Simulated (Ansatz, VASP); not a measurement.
**BaTe: VASP beside Ansatz**

```
Ba Te
1.0
     6.00144    0.00000    0.00000
     0.00000    6.00144    0.00000
     0.00000    0.00000    4.24363
Ba Te
2 2
Direct
  0.50000 0.00000 0.49995
  0.00000 0.50000 0.50005
  0.00000 0.00000 0.00471
  0.50000 0.50000 0.00000
```

Alike in both runs: task single point; functional PBE; k mesh 6 × 6 × 8; occupations gaussian, width 0.05 eV; no spin polarisation.

|  | VASP | Ansatz |
| --- | --- | --- |
| version | VASP 6.6.1 | Ansatz 0.2.0 |
| potentials or method | VASP PAW PBE potentials, release 64 (Ba_sv, Te), cutoff 520 eV | scalar-relativistic, plane waves, PAW |
| valence electrons in the cell | 32 | 52 |

Ansatz gave:

```
gap on the k mesh at the Fermi level (eV) : 0.86
least direct gap on the mesh (eV)         : 0.86
pressure (GPa)                            : 0.0
rms of the force components (eV/Å)        : 0.006
```

**Question.** What did VASP give for the same quantities?

**Answer.** gap on the k mesh at the Fermi level (eV): 0.76; least direct gap on the mesh (eV): 0.76; pressure (GPa): 0.5; rms of the force components (eV/Å): 0.006.

Atom by atom the forces differ by 0.000 eV/Å (rms over components). VASP's potentials hold 32 valence electrons a cell and Ansatz's 52, so a difference there can come from the potentials and not from the codes.

Neither program's run includes spin-orbit coupling.
